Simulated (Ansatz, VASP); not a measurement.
**One calculation of TiC, two programs**

INCAR

```
PREC     = Accurate       # precision mode
ENCUT    = 520            # plane-wave cutoff, eV
EDIFF    = 1E-6           # SCF threshold, eV
ISMEAR   = 0              # smearing method
SIGMA    = 0.15           # smearing width, eV
LREAL    = False          # projectors in reciprocal space
LASPH    = True           # aspherical terms in the spheres
NELM     = 100            # most SCF steps
ALGO     = Normal         # electronic algorithm
ISIF     = 2              # what is computed and relaxed
LWAVE    = False          # write WAVECAR
LCHARG   = True           # write CHGCAR
GGA      = PE             # functional
LELF     = True           # ELF
LVHAR    = True         
NBANDS   = 15             # bands
```

File KPOINTS:

```
regular mesh
0
Gamma
  24 24 24
```

File POSCAR:

```
TiC
1.0
    0.0000000000      2.2206230637      2.2206230637
    2.2206230637      0.0000000000      2.2206230637
    2.2206230637      2.2206230637      0.0000000000
Ti C
1 1
Direct
    0.0000000000      0.0000000000      0.0000000000
    0.5000000000      0.5000000000      0.5000000000
```

Input for Ansatz:

```yaml
crystal:
  lattice:
    - [0.0, 2.2206230637, 2.2206230637]
    - [2.2206230637, 0.0, 2.2206230637]
    - [2.2206230637, 2.2206230637, 0.0]
  atoms:
    - { symbol: Ti, position: [0.0, 0.0, 0.0] }
    - { symbol: C, position: [0.5, 0.5, 0.5] }
basis:
  ecutwfc: 420
kpoints:
  mp_grid: { grid: [24, 24, 24] }
hamiltonian:
  xc: pbe
scf:
  occupations: { method: gaussian, width: 0.15 }
output:
  forces: true
  stress: true
  eigenvalues: true
```

Change from the starting cell: strain +0.025 along x and y, +0.025 along z, atoms carried along.

Alike in both runs: task single point; functional PBE; k mesh 24 × 24 × 24; occupations gaussian, width 0.15 eV; no spin polarisation.

|  | VASP | Ansatz |
| --- | --- | --- |
| version | VASP 6.6.1 | Ansatz 0.2.0 |
| potentials or method | VASP PAW PBE potentials, release 64 (Ti_sv, C), cutoff 520 eV | scalar-relativistic, plane waves, PAW |
| valence electrons in the cell | 16 | 16 |

|  | VASP | Ansatz | Ansatz less VASP |
| --- | --- | --- | --- |
| gap on the k mesh at the Fermi level (eV) | none | none | - |
| pressure (GPa) | -15.9 | -16.0 | -0.05 |

A gap of «none» marks a metal or a gap that the smearing closes.
